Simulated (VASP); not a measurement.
# Si16As (a cell with a defect) in VASP: single point with PBE

Aim: the single point of Si16As (a cell with a defect) with PBE.

Program: VASP 6.6.1. These are calculated values, not measurements. Logs are shortened: lines on timing, memory, paths and dates and some standing lists are left out, and cuts for length are marked.

## (1) The cell of the first run

The cell holds a defect, 17 atoms: a = 7.679 Å, b = 7.679 Å, c = 7.679 Å, α = 60.00°, β = 60.00°, γ = 60.00°.

## (2) Single point, PBE, collinear spin, zero start

INCAR reads:

```
ALGO     = Normal         # electronic algorithm
EDIFF    = 1E-7           # SCF threshold, eV
ENCUT    = 520            # plane-wave cutoff, eV
GGA      = PE             # functional
ISIF     = 2              # what is computed and relaxed
ISMEAR   = 0              # smearing method
ISPIN    = 2              # spin polarisation
LASPH    = T              # aspherical terms in the spheres
LCHARG   = F              # write CHGCAR
LORBIT   = 11             # projections on sites
LREAL    = Auto         
LWAVE    = F              # write WAVECAR
MAGMOM   = 0 0 0 0 0 0 0 0 0 0 0 0 0 0 0 0 0 # initial moments
NBANDS   = 52             # bands
NELM     = 150            # most SCF steps
PREC     = Accurate       # precision mode
SIGMA    = 0.02           # smearing width, eV
```

KPOINTS reads:

```
k-points
0
Gamma
  2 2 2
```

POSCAR reads:

```
Si16As
1.0
    0.0000000000      5.4300000000      5.4300000000
    5.4300000000      0.0000000000      5.4300000000
    5.4300000000      5.4300000000      0.0000000000
Si As
16 1
Direct
    0.0068367403      0.0063868324     -0.0165886740
    0.1245365562      0.1244455801      0.1206459484
   -0.0226705341     -0.0206672192      0.4905725599
    0.1005208103      0.1011213628      0.6199465930
    0.0129946593      0.4965040516      0.0031534070
    0.1466820442      0.6280709945      0.1104533149
    0.0659255985      0.4558519337      0.4852259669
    0.1308396869      0.6095072744      0.6320026703
    0.4957198895      0.0132379374      0.0037174954
    0.6291486188      0.1501025783      0.1042987109
    0.4490990792      0.0830655617      0.4807162063
    0.6089190608      0.1339720994      0.6335529466
    0.5121068140      0.5155970534      0.0188215470
    0.6417074586      0.6416365562      0.1347813076
    0.4981223757      0.5016610497      0.5045835175
    0.6209885820      0.5725386740      0.6689429098
    0.7863745856      0.8040674033      0.3864384899
```

Potentials or basis: VASP PAW PBE potentials, release 64 (Si, As).

Started as:

```console
> cat potpaw_PBE.64/Si/POTCAR potpaw_PBE.64/As/POTCAR > POTCAR
> mpirun -np 1 vasp_std > vasp.out
```

OUTCAR:

```text
EDIFF = 1E-7
   ENCUT = 520
   GGA = PE
   ISIF = 2
   ISMEAR = 0
   ISPIN = 2
   LASPH = T
   LORBIT = 11
   LREAL = Auto
   NELM = 150
   PREC = Accurate

 ion  position               nearest neighbor table
   1  0.007  0.006  0.983-   4 2.31   2 2.34  10 2.37   6 2.37  17 2.73
   2  0.125  0.124  0.121-   9 2.33   5 2.34   3 2.34   1 2.34
   3  0.977  0.979  0.491-  12 2.34   2 2.34   8 2.34   4 2.35  17 2.97
   4  0.101  0.101  0.620-  11 2.29   7 2.30   1 2.31   3 2.35
   5  0.013  0.497  0.003-   8 2.33   2 2.34  14 2.34   6 2.34
   6  0.147  0.628  0.110-  13 2.31   5 2.34   1 2.37   7 2.38  17 2.69
   7  0.066  0.456  0.485-   4 2.30   8 2.32   6 2.38  17 2.49  16 2.80  11 2.90
   8  0.131  0.610  0.632-  15 2.30   7 2.32   5 2.33   3 2.34
   9  0.496  0.013  0.004-  12 2.32  10 2.33   2 2.33  14 2.34
  10  0.629  0.150  0.104-  13 2.31   9 2.33   1 2.37  11 2.40  17 2.62
  11  0.449  0.083  0.481-   4 2.29  12 2.33  10 2.40  17 2.44   7 2.90
  12  0.609  0.134  0.634-  15 2.31   9 2.32  11 2.33   3 2.34
  13  0.512  0.516  0.019-  16 2.25   6 2.31  10 2.31  14 2.33
  14  0.642  0.642  0.135-  13 2.33  15 2.33   5 2.34   9 2.34
  15  0.498  0.502  0.505-  16 2.27   8 2.30  12 2.31  14 2.33
  16  0.621  0.573  0.669-  13 2.25  17 2.26  15 2.27   7 2.80
  17  0.786  0.804  0.386-  16 2.26  11 2.44   7 2.49  10 2.62   6 2.69   1 2.73   3 2.97

  LATTYP: Found a face centered cubic cell.
 ALAT       =    10.8600000000

  Lattice vectors:

 A1 = (   0.0000000000,   5.4300000000,   5.4300000000)
 A2 = (   5.4300000000,   0.0000000000,   5.4300000000)
 A3 = (   5.4300000000,   5.4300000000,   0.0000000000)

Analysis of symmetry for initial positions (statically):
=====================================================================
 Subroutine PRICEL returns:
 Original cell was already a primitive cell.

 Routine SETGRP: Setting up the symmetry group for a
 face centered cubic supercell.

 Subroutine GETGRP returns: Found  1 space group operations
 (whereof  1 operations were pure point group operations)
 out of a pool of 48 trial point group operations.

The static configuration has the point symmetry C_1 .

Analysis of symmetry for dynamics (positions and initial velocities):
=====================================================================
 Subroutine PRICEL returns:
 Original cell was already a primitive cell.

 Routine SETGRP: Setting up the symmetry group for a
 face centered cubic supercell.

 Subroutine GETGRP returns: Found  1 space group operations
 (whereof  1 operations were pure point group operations)
 out of a pool of 48 trial point group operations.

The dynamic configuration has the point symmetry C_1 .

Analysis of structural, dynamic, and magnetic symmetry:
=====================================================================
 Subroutine PRICEL returns:
 Original cell was already a primitive cell.

 Routine SETGRP: Setting up the symmetry group for a
 face centered cubic supercell.

 Subroutine GETGRP returns: Found  1 space group operations
 (whereof  1 operations were pure point group operations)
 out of a pool of 48 trial point group operations.

The overall configuration has the point symmetry C_1 .

 Subroutine INISYM returns: Found  1 space group operations
 (whereof  1 operations are pure point group operations),
 and found     1 'primitive' translations

----------------------------------------------------------------------------------------

                                     Primitive cell

  volume of cell :     320.2060

  direct lattice vectors                    reciprocal lattice vectors
     0.000000000  5.430000000  5.430000000    -0.092081031  0.092081031  0.092081031
     5.430000000  0.000000000  5.430000000     0.092081031 -0.092081031  0.092081031
     5.430000000  5.430000000  0.000000000     0.092081031  0.092081031 -0.092081031

  length of vectors
     7.679179644  7.679179644  7.679179644     0.159489025  0.159489025  0.159489025

  position of ions in fractional coordinates (direct lattice)
     0.006836740  0.006386832  0.983411326
     0.124536556  0.124445580  0.120645948
     0.977329466  0.979332781  0.490572560
     0.100520810  0.101121363  0.619946593
     0.012994659  0.496504052  0.003153407
     0.146682044  0.628070994  0.110453315
[... 9 lines left out ...]
     0.620988582  0.572538674  0.668942910
     0.786374586  0.804067403  0.386438490

  ion indices of the primitive-cell ions
   primitive index   ion index
                 1           1
                 2           2
                 3           3
                 4           4
                 5           5
                 6           6
[... 37 lines left out ...]

 Following reciprocal coordinates:
            Coordinates               Weight
  0.000000  0.000000  0.000000      1.000000
  0.500000  0.000000  0.000000      1.000000
  0.000000  0.500000  0.000000      1.000000
  0.000000  0.000000  0.500000      1.000000
  0.500000  0.500000  0.500000      1.000000
  0.500000  0.500000  0.000000      1.000000
  0.000000  0.500000  0.500000      1.000000
  0.500000  0.000000  0.500000      1.000000
   k-points           NKPTS =      8   k-points in BZ     NKDIM =      8   number of bands    NBANDS=     52
   number of dos      NEDOS =    301   number of ions     NIONS =     17
   total plane-waves  NPLWV = 216000
   dimension x,y,z NGX =    60 NGY =   60 NGZ =   60
   dimension x,y,z NGXF=   120 NGYF=  120 NGZF=  120
   ions per type =              16   1
   NGX,Y,Z   is equivalent  to a cutoff of  12.99, 12.99, 12.99 a.u.
   NGXF,Y,Z  is equivalent  to a cutoff of  25.98, 25.98, 25.98 a.u.
 SYSTEM =  unknown system
   PREC   = accura    normal or accurate (medium, high low for compatibility)
   ISTART =      0    job   : 0-new  1-cont  2-samecut
   ICHARG =      2    charge: 1-file 2-atom 10-const
   ISPIN  =      2    spin polarized calculation?
   LNONCOLLINEAR =      F non collinear calculations
   LSORBIT =      F    spin-orbit coupling
   LASPH  =      T    aspherical Exc in radial PAW
   ENCUT  =  520.0 eV  38.22 Ry    6.18 a.u.  14.28 14.28 14.28*2*pi/ulx,y,z
   NELM   =    150;   NELMIN=  2; NELMDL= -5     # of ELM steps
   EDIFF  = 0.1E-06   stopping-criterion for ELM
   LREAL  =      T    real-space projection
   EDIFFG = 0.1E-05   stopping-criterion for IOM
   NSW    =      0    number of steps for IOM
   IBRION =     -1    ionic relax: 0-MD 1-quasi-New 2-CG
   NFREE  =      0    steps in history (QN), initial steepest desc. (CG)
   ISIF   =      2    stress and relaxation
   ISYM   =      2    0-nonsym 1-usesym 2-fastsym
   POTIM  = 0.5000    time-step for ionic-motion
   TEBEG  =    0.0;   TEEND  =   0.0 temperature during run
   PSTRESS=    0.0 pullay stress
   NELECT =      69.0000    total number of electrons
   NUPDOWN=      -1.0000    fix difference up-down
   EMIN   =  10.00;   EMAX   =-10.00  energy-range for DOS
   EFERMI =   0.00;   METHOD = LEGACY
   ISMEAR =     0;   SIGMA  =   0.02  broadening in eV -4-tet -1-fermi 0-gaus
   EFERMI_NEDOS =   21; number of points for ismear=-14 and -15
   IALGO  =     38    algorithm
   IMIX   =      4    mixing-type and parameters
     AMIX     =   0.40;   BMIX     =  1.00
     AMIX_MAG =   1.60;   BMIX_MAG =  1.00
  volume/ion in A,a.u.               =      18.84       127.11
  Fermi-wavevector in a.u.,A,eV,Ry     =   0.981480  1.854728 13.106528  0.963303
  Thomas-Fermi vector in A             =   2.112490
   LORBIT       =     11    0 simple, 1 ext, 2 COOP (PROOUT), +10 PAW based schemes
   GGA     = PE    functional components
   LHFCALC =     F    Hartree Fock is set to
   AEXX    =    0.0000 exact exchange contribution
   IVDW    =     0    specifies the selected vdW correction
   LEPSILON=     F    determine dielectric tensor
   LRPA    =     F    only Hartree local field effects (RPA)
 spin polarized calculation
 Gauss-broadening in eV      SIGMA  =   0.02
  energy-cutoff  :      520.00
  volume of cell :      320.21
 maximum number of plane-waves:      8646
 NGX is ok and might be reduce to    60
   NGX = 29   NGY = 29   NGZ = 29

 number of electron      69.0000000 magnetization      -0.0000000

 number of electron      69.0000000 magnetization       0.0000000

 Free energy of the ion-electron system (eV)
  ---------------------------------------------------
  ext. energy  EPLUGINS =         0.00000000
  ---------------------------------------------------
  free energy    TOTEN  =       -86.69792050 eV

  energy without entropy =      -86.69792050  energy(sigma->0) =      -86.69792050

 E-fermi :   6.6390     XC(G=0):  -9.7360

 val. band max:        6.5642116477   @ k =   0.0000   0.0000   0.0000
 cond. band min:       6.7138496536   @ k =   0.5000   0.0000   0.0000
 fundamental gap:      0.1496380059
 Fermi energy:         6.6390327264

 spin component 1

 k-point     1 :       0.0000    0.0000    0.0000
  band No.  band energies     occupation
      1      -6.8482      1.00000
      2      -4.6619      1.00000
      3      -3.6827      1.00000
      4      -3.6120      1.00000
      5      -3.5753      1.00000
      6      -3.1329      1.00000
[... 381 lines left out ...]
     45      10.1759      0.00000
     46      10.4525      0.00000
 Fermi energy:         6.6390327264

 spin component 2

 k-point     1 :       0.0000    0.0000    0.0000
  band No.  band energies     occupation
      1      -6.8482      1.00000
      2      -4.6619      1.00000
      3      -3.6827      1.00000
      4      -3.6120      1.00000
      5      -3.5753      1.00000
      6      -3.1329      1.00000
[... 381 lines left out ...]
     45      10.1759      0.00000
     46      10.4525      0.00000
 [bands above 46 left out]

------------------------ aborting loop because EDIFF is reached ----------------------------------------

  FORCE on cell =-STRESS in cart. coord.  units (eV):
  Direction    XX          YY          ZZ          XY          YZ          ZX
  --------------------------------------------------------------------------------------
  -------------------------------------------------------------------------------------
  Total       12.6176654     12.0096258     15.5925127      0.1857228     -0.8412852     -1.3760966
  in kB       63.1335346     60.0911578     78.0184298      0.9292796     -4.2094403     -6.8854133
  external PRESSURE =      67.0810407 kB  Pullay stress =       0.0000000 kB

 VOLUME and BASIS-vectors are now :
 -----------------------------------------------------------------------------
  energy-cutoff  :      520.00
  volume of cell :      320.21
      direct lattice vectors                 reciprocal lattice vectors
     0.000000000  5.430000000  5.430000000    -0.092081031  0.092081031  0.092081031
     5.430000000  0.000000000  5.430000000     0.092081031 -0.092081031  0.092081031
     5.430000000  5.430000000  0.000000000     0.092081031  0.092081031 -0.092081031

 POSITION                                       TOTAL-FORCE (eV/Angst)
 -----------------------------------------------------------------------------------
      5.37460      5.37705      0.07180        -0.010578      0.015316     -0.009582
      1.33085      1.33134      1.35197        -0.012478     -0.005661      0.019164
      7.98159      7.97071     10.62468        -0.014984     -0.052669     -0.022066
      3.91540      3.91214      1.09492        -0.011692     -0.013049     -0.026586
      2.71314      0.08768      2.76658         0.002596     -0.002020      0.015527
      4.01019      1.39624      4.20691        -0.008535      0.034864     -0.000945
[... 9 lines left out ...]
      6.74125      7.00433      6.48085        -0.312210      0.415739      0.012394
      6.46445      6.36837      8.63610         0.048449     -0.250681      0.013804
 -----------------------------------------------------------------------------------
    total drift:                               -0.002613     -0.007900     -0.009010

  FREE ENERGIE OF THE ION-ELECTRON SYSTEM (eV)
  ---------------------------------------------------
  free  energy   TOTEN  =       -86.6979205044 eV

  energy  without entropy=      -86.6979205020  energy(sigma->0) =      -86.69792050

 total charge

# of ion       s       p       d       tot
------------------------------------------
    1        0.760   0.926   0.000   1.687
    2        0.742   0.958   0.000   1.700
    3        0.752   0.933   0.000   1.685
    4        0.761   0.948   0.000   1.709
    5        0.743   0.959   0.000   1.702
    6        0.759   0.923   0.000   1.682
[... 9 lines left out ...]
   16        0.800   0.887   0.000   1.687
   17        1.286   1.494   0.090   2.869
--------------------------------------------------
tot         13.408  16.494   0.090  29.992

 magnetization (x)

# of ion       s       p       d       tot
------------------------------------------
    1       -0.000  -0.000   0.000  -0.000
    2        0.000   0.000   0.000   0.000
    3       -0.000  -0.000   0.000  -0.000
    4        0.000   0.000   0.000   0.000
    5        0.000   0.000   0.000   0.000
    6       -0.000  -0.000   0.000  -0.000
[... 9 lines left out ...]
   16        0.000   0.000   0.000   0.000
   17        0.000  -0.000  -0.000  -0.000
--------------------------------------------------
tot          0.000   0.000  -0.000   0.000
```

Wall time 5.9 min (1 thread of Intel Xeon 6975P-C (Granite Rapids), shared host); peak memory 0.68 GiB.

Results:

```yaml
Free_energy: -86.6979 eV
Pressure: 6.7 GPa
Largest_force: 0.520 eV/Å
Net_moment: 0.00 μB per cell
Valence_electrons_inside_the_program's_atomic_spheres: Si 1.69, 1.70, 1.71, 1.68, 1.67, 1.73, 1.72 (each value once); As 2.87
```

Forces on the atoms (eV/Å):
```
Si  -0.011  0.015 -0.010
Si  -0.012 -0.006  0.019
Si  -0.015 -0.053 -0.022
Si  -0.012 -0.013 -0.027
Si   0.003 -0.002  0.016
Si  -0.009  0.035 -0.001
Si   0.060 -0.070 -0.092
Si  -0.003 -0.032 -0.010
Si  -0.010  0.003  0.005
Si   0.008 -0.071  0.040
Si   0.076 -0.087  0.000
Si   0.004 -0.033 -0.026
Si   0.036  0.004  0.076
Si   0.066  0.076  0.004
Si   0.083  0.067  0.001
Si  -0.312  0.416  0.012
As   0.048 -0.251  0.014
```

Caveat: the k points lie up to 0.50 Å⁻¹ apart; no moment was typed at the start, so none could form.
